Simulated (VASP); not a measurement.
# Ge (Fd-3m) in VASP: notebook

The runs below take Ge through single point, with PBE.

All numbers are computed with VASP 6.6.1; they aren't measurements. Logs are shortened: lines on timing, memory, paths and dates and some standing lists are left out, and cuts for length are marked.

### Step 1. The cell of the first run

It takes space group Fd-3m (No. 227, cubic). The conventional cell has a = 5.542 Å, b = 5.542 Å, c = 5.542 Å, α = 90.00°, β = 90.00°, γ = 90.00°. Ge (site symmetry -43m) has 4 Ge at 2.40 Å within 3.2 Å.

### Step 2. Single point, PBE (volume scaled by 0.94, then relaxed in part)

The input, INCAR:

```
  PREC = Accurate
  ENCUT = 520
  EDIFF = 1E-7
  ISMEAR = -1
  SIGMA = 0.05
  LREAL = F
  LASPH = T
  NELM = 60
  ALGO = Normal
  ISIF = 2
  LWAVE = F
  LCHARG = F
  GGA = PE
  NBANDS = 21
```

The input, KPOINTS:

```
Automatic mesh
0
Gamma
  14 14 14
```

The input, POSCAR:

```
Ge
1.0
    0.0000000000      2.7709307361      2.7709307361
    2.7709307361      0.0000000000      2.7709307361
    2.7709307361      2.7709307361      0.0000000000
Ge
2
Direct
    0.0000000000      0.0000000000      0.0000000000
    0.2500000000      0.2500000000      0.2500000000
```

Potentials or basis: VASP PAW PBE potentials, release 64 (Ge_d).

Command:

```sh
$ cat potpaw_PBE.64/Ge_d/POTCAR > POTCAR
$ mpirun -np 1 vasp_std > vasp.out
```

OUTCAR:

```text
PREC = Accurate
   ENCUT = 520
   EDIFF = 1E-7
   ISMEAR = -1
   LREAL = F
   LASPH = T
   NELM = 60
   ISIF = 2
   GGA = PE

 ion  position               nearest neighbor table
   1  0.000  0.000  0.000-   2 2.40   2 2.40   2 2.40   2 2.40
   2  0.250  0.250  0.250-   1 2.40   1 2.40   1 2.40   1 2.40

  LATTYP: Found a face centered cubic cell.
 ALAT       =     5.5418614722

  Lattice vectors:

 A1 = (   0.0000000000,   2.7709307361,   2.7709307361)
 A2 = (   2.7709307361,   0.0000000000,   2.7709307361)
 A3 = (   2.7709307361,   2.7709307361,   0.0000000000)

Analysis of symmetry for initial positions (statically):
=====================================================================
 Subroutine PRICEL returns:
 Original cell was already a primitive cell.

 Routine SETGRP: Setting up the symmetry group for a
 face centered cubic supercell.

 Subroutine GETGRP returns: Found 48 space group operations
 (whereof 24 operations were pure point group operations)
 out of a pool of 48 trial point group operations.

The static configuration has the point symmetry T_d .
 The point group associated with its full space group is O_h .

Analysis of symmetry for dynamics (positions and initial velocities):
=====================================================================
 Subroutine PRICEL returns:
 Original cell was already a primitive cell.

 Routine SETGRP: Setting up the symmetry group for a
 face centered cubic supercell.

 Subroutine GETGRP returns: Found 48 space group operations
 (whereof 24 operations were pure point group operations)
 out of a pool of 48 trial point group operations.

The dynamic configuration has the point symmetry T_d .
 The point group associated with its full space group is O_h .

 Subroutine INISYM returns: Found 48 space group operations
 (whereof 24 operations are pure point group operations),
 and found     1 'primitive' translations

----------------------------------------------------------------------------------------

                                     Primitive cell

  volume of cell :      42.5507

  direct lattice vectors                    reciprocal lattice vectors
     0.000000000  2.770930736  2.770930736    -0.180444785  0.180444785  0.180444785
     2.770930736  0.000000000  2.770930736     0.180444785 -0.180444785  0.180444785
     2.770930736  2.770930736  0.000000000     0.180444785  0.180444785 -0.180444785

  length of vectors
     3.918687827  3.918687827  3.918687827     0.312539535  0.312539535  0.312539535

  position of ions in fractional coordinates (direct lattice)
     0.000000000  0.000000000  0.000000000
     0.250000000  0.250000000  0.250000000

  ion indices of the primitive-cell ions
   primitive index   ion index
                 1           1
                 2           2

----------------------------------------------------------------------------------------

 KPOINTS: Automatic mesh

Automatic generation of k-mesh.
 Grid dimensions read from file:
 generate k-points for:   14   14   14

 Generating k-lattice:

  Cartesian coordinates                     Fractional coordinates (reciprocal lattice)
    -0.012888913  0.012888913  0.012888913     0.071428571  0.000000000  0.000000000
     0.012888913 -0.012888913  0.012888913     0.000000000  0.071428571  0.000000000
     0.012888913  0.012888913 -0.012888913     0.000000000  0.000000000  0.071428571

  Length of vectors
     0.022324253  0.022324253  0.022324253

  Shift w.r.t. Gamma in fractional coordinates (k-lattice)
     0.000000000  0.000000000  0.000000000

 Subroutine IBZKPT returns following result:
 ===========================================

 Found    104 irreducible k-points:

 Following reciprocal coordinates:
            Coordinates               Weight
  0.000000  0.000000  0.000000      1.000000
  0.071429  0.000000  0.000000      8.000000
  0.142857  0.000000  0.000000      8.000000
  0.214286  0.000000  0.000000      8.000000
  0.285714  0.000000  0.000000      8.000000
  0.357143  0.000000  0.000000      8.000000
[... 16 lines left out ...]
  0.214286  0.142857  0.000000     24.000000
  0.285714  0.142857  0.000000     24.000000
 [... further k-points ...]
   k-points           NKPTS =    104   k-points in BZ     NKDIM =    104   number of bands    NBANDS=     21
   number of dos      NEDOS =    301   number of ions     NIONS =      2
   total plane-waves  NPLWV =  27000
   dimension x,y,z NGX =    30 NGY =   30 NGZ =   30
   dimension x,y,z NGXF=    60 NGYF=   60 NGZF=   60
   ions per type =               2
   NGX,Y,Z   is equivalent  to a cutoff of  12.73, 12.73, 12.73 a.u.
   NGXF,Y,Z  is equivalent  to a cutoff of  25.45, 25.45, 25.45 a.u.
 SYSTEM =  unknown system
   PREC   = accura    normal or accurate (medium, high low for compatibility)
   ISTART =      0    job   : 0-new  1-cont  2-samecut
   ICHARG =      2    charge: 1-file 2-atom 10-const
   ISPIN  =      1    spin polarized calculation?
   LNONCOLLINEAR =      F non collinear calculations
   LSORBIT =      F    spin-orbit coupling
   LASPH  =      T    aspherical Exc in radial PAW
   ENCUT  =  520.0 eV  38.22 Ry    6.18 a.u.   7.29  7.29  7.29*2*pi/ulx,y,z
   NELM   =     60;   NELMIN=  2; NELMDL= -5     # of ELM steps
   EDIFF  = 0.1E-06   stopping-criterion for ELM
   LREAL  =      F    real-space projection
   EDIFFG = 0.1E-05   stopping-criterion for IOM
   NSW    =      0    number of steps for IOM
   IBRION =     -1    ionic relax: 0-MD 1-quasi-New 2-CG
   NFREE  =      0    steps in history (QN), initial steepest desc. (CG)
   ISIF   =      2    stress and relaxation
   ISYM   =      2    0-nonsym 1-usesym 2-fastsym
   POTIM  = 0.5000    time-step for ionic-motion
   TEBEG  =    0.0;   TEEND  =   0.0 temperature during run
   PSTRESS=    0.0 pullay stress
   NELECT =      28.0000    total number of electrons
   NUPDOWN=      -1.0000    fix difference up-down
   EMIN   =  10.00;   EMAX   =-10.00  energy-range for DOS
   EFERMI =   0.00;   METHOD = LEGACY
   ISMEAR =    -1;   SIGMA  =   0.05  broadening in eV -4-tet -1-fermi 0-gaus
   EFERMI_NEDOS =   21; number of points for ismear=-14 and -15
   IALGO  =     38    algorithm
   IMIX   =      4    mixing-type and parameters
     AMIX     =   0.40;   BMIX     =  1.00
     AMIX_MAG =   1.60;   BMIX_MAG =  1.00
  volume/ion in A,a.u.               =      21.28       143.57
  Fermi-wavevector in a.u.,A,eV,Ry     =   1.423940  2.690857 27.587261  2.027607
  Thomas-Fermi vector in A             =   2.544485
   LORBIT       =      0    0 simple, 1 ext, 2 COOP (PROOUT), +10 PAW based schemes
   GGA     = PE    functional components
   LHFCALC =     F    Hartree Fock is set to
   AEXX    =    0.0000 exact exchange contribution
   IVDW    =     0    specifies the selected vdW correction
   LEPSILON=     F    determine dielectric tensor
   LRPA    =     F    only Hartree local field effects (RPA)
 non-spin polarized calculation
  energy-cutoff  :      520.00
  volume of cell :       42.55
 maximum number of plane-waves:      1164
 NGX is ok and might be reduce to    30
   NGX = 15   NGY = 15   NGZ = 15

 number of electron      27.9999991 magnetization

 Free energy of the ion-electron system (eV)
  ---------------------------------------------------
  ext. energy  EPLUGINS =         0.00000000
  ---------------------------------------------------
  free energy    TOTEN  =        -8.90418485 eV

  energy without entropy =       -8.90412411  energy(sigma->0) =       -8.90415448

 E-fermi :   5.7956     XC(G=0): -10.2236

 val. band max:        5.6191433421   @ k =   0.0000   0.0000   0.0000
 cond. band min:       6.0011190621   @ k =   0.5000   0.0000   0.0000
 fundamental gap:      0.3819757199
 Fermi energy:         5.7955736712

 k-point     1 :       0.0000    0.0000    0.0000
  band No.  band energies     occupation
      1     -19.2958      2.00000
      2     -19.2958      2.00000
      3     -19.2958      2.00000
      4     -19.2545      2.00000
      5     -19.2545      2.00000
      6     -19.0079      2.00000
[... 13 lines left out ...]
     20      15.2698      0.00000
     21      15.2698      0.00000

 k-point     2 :       0.0714    0.0000    0.0000
  band No.  band energies     occupation
      1     -19.2997      2.00000
      2     -19.2997      2.00000
      3     -19.2948      2.00000
      4     -19.2491      2.00000
      5     -19.2491      2.00000
      6     -19.0133      2.00000
[... 13 lines left out ...]
     20      14.7623      0.00000
     21      14.7623      0.00000

 k-point     3 :       0.1429    0.0000    0.0000
  band No.  band energies     occupation
      1     -19.3074      2.00000
      2     -19.3074      2.00000
      3     -19.2921      2.00000
      4     -19.2378      2.00000
      5     -19.2378      2.00000
      6     -19.0229      2.00000
[... 13 lines left out ...]
     20      14.1774      0.00000
     21      14.1774      0.00000

 k-point     4 :       0.2143    0.0000    0.0000
  band No.  band energies     occupation
      1     -19.3144      2.00000
      2     -19.3144      2.00000
      3     -19.2881      2.00000
      4     -19.2258      2.00000
      5     -19.2258      2.00000
      6     -19.0320      2.00000
[... 13 lines left out ...]
     20      13.9651      0.00000
     21      13.9651      0.00000

 k-point     5 :       0.2857    0.0000    0.0000
  band No.  band energies     occupation
      1     -19.3194      2.00000
      2     -19.3194      2.00000
      3     -19.2837      2.00000
      4     -19.2160      2.00000
      5     -19.2160      2.00000
      6     -19.0388      2.00000
[... 13 lines left out ...]
     20      14.2680      0.00000
     21      14.2680      0.00000

 k-point     6 :       0.3571    0.0000    0.0000
  band No.  band energies     occupation
      1     -19.3223      2.00000
      2     -19.3223      2.00000
      3     -19.2797      2.00000
      4     -19.2096      2.00000
      5     -19.2096      2.00000
      6     -19.0428      2.00000
[... 13 lines left out ...]
     20      15.0661      0.00000
     21      15.0661      0.00000

 k-point     7 :       0.4286    0.0000    0.0000
  band No.  band energies     occupation
      1     -19.3237      2.00000
      2     -19.3237      2.00000
      3     -19.2768      2.00000
      4     -19.2063      2.00000
      5     -19.2063      2.00000
      6     -19.0445      2.00000
[... 13 lines left out ...]
     20      16.2071      0.00000
     21      16.2071      0.00000
[... 291 lines left out ...]
      1     -19.3150      2.00000
      2     -19.3075      2.00000
      3     -19.2911      2.00000
      4     -19.2353      2.00000
      5     -19.2256      2.00000
      6     -19.0371      2.00000
[... 13 lines left out ...]
     20      13.8569      0.00000
     21      14.3983      0.00000

 k-point    21 :      -0.0714    0.0714    0.0000
  band No.  band energies     occupation
      1     -19.3070      2.00000
      2     -19.3004      2.00000
      3     -19.2953      2.00000
      4     -19.2449      2.00000
      5     -19.2389      2.00000
      6     -19.0254      2.00000
[... 13 lines left out ...]
     20      13.9964      0.00000
     21      14.5897      0.00000

 k-point    22 :       0.1429    0.1429    0.0000
  band No.  band energies     occupation
      1     -19.3065      2.00000
      2     -19.3041      2.00000
      3     -19.3041      2.00000
      4     -19.2406      2.00000
      5     -19.2194      2.00000
      6     -19.0556      2.00000
[... 13 lines left out ...]
     20      13.8030      0.00000
     21      15.6284      0.00000

 k-point    23 :       0.2143    0.1429    0.0000
  band No.  band energies     occupation
      1     -19.3156      2.00000
      2     -19.3091      2.00000
      3     -19.2991      2.00000
      4     -19.2316      2.00000
      5     -19.2051      2.00000
      6     -19.0710      2.00000
[... 13 lines left out ...]
     20      14.6075      0.00000
     21      15.5362      0.00000

 k-point    24 :       0.2857    0.1429    0.0000
  band No.  band energies     occupation
      1     -19.3252      2.00000
      2     -19.3148      2.00000
      3     -19.2898      2.00000
      4     -19.2207      2.00000
      5     -19.1925      2.00000
      6     -19.0827      2.00000
[... 13 lines left out ...]
     20      15.1823      0.00000
     21      15.5893      0.00000

 [... further k-points ...]

------------------------ aborting loop because EDIFF is reached ----------------------------------------

  FORCE on cell =-STRESS in cart. coord.  units (eV):
  Direction    XX          YY          ZZ          XY          YZ          ZX
  --------------------------------------------------------------------------------------
  -------------------------------------------------------------------------------------
  Total        2.3995514      2.3995514      2.3995514      0.0000000      0.0000000      0.0000000
  in kB       90.3511400     90.3511400     90.3511400      0.0000000      0.0000000      0.0000000
  external PRESSURE =      90.3511400 kB  Pullay stress =       0.0000000 kB

 VOLUME and BASIS-vectors are now :
 -----------------------------------------------------------------------------
  energy-cutoff  :      520.00
  volume of cell :       42.55
      direct lattice vectors                 reciprocal lattice vectors
     0.000000000  2.770930736  2.770930736    -0.180444785  0.180444785  0.180444785
     2.770930736  0.000000000  2.770930736     0.180444785 -0.180444785  0.180444785
     2.770930736  2.770930736  0.000000000     0.180444785  0.180444785 -0.180444785

 POSITION                                       TOTAL-FORCE (eV/Angst)
 -----------------------------------------------------------------------------------
      0.00000      0.00000      0.00000        -0.000000     -0.000000     -0.000000
      1.38547      1.38547      1.38547         0.000000      0.000000      0.000000
 -----------------------------------------------------------------------------------
    total drift:                                0.000000     -0.000000      0.000000

  FREE ENERGIE OF THE ION-ELECTRON SYSTEM (eV)
  ---------------------------------------------------
  free  energy   TOTEN  =        -8.9041848476 eV

  energy  without entropy=       -8.9041241139  energy(sigma->0) =       -8.90415448
```

Wall time 3.5 min (1 thread of AMD EPYC 7R13, shared host); peak memory 0.18 GiB.

Results:

* Free energy: -8.9042 eV
* Pressure: 9.0 GPa
* Band gap on the k mesh: 0.38 eV, indirect (least direct gap 0.62 eV)

 A k mesh can miss the band edges.

[end of part 1 of 2]
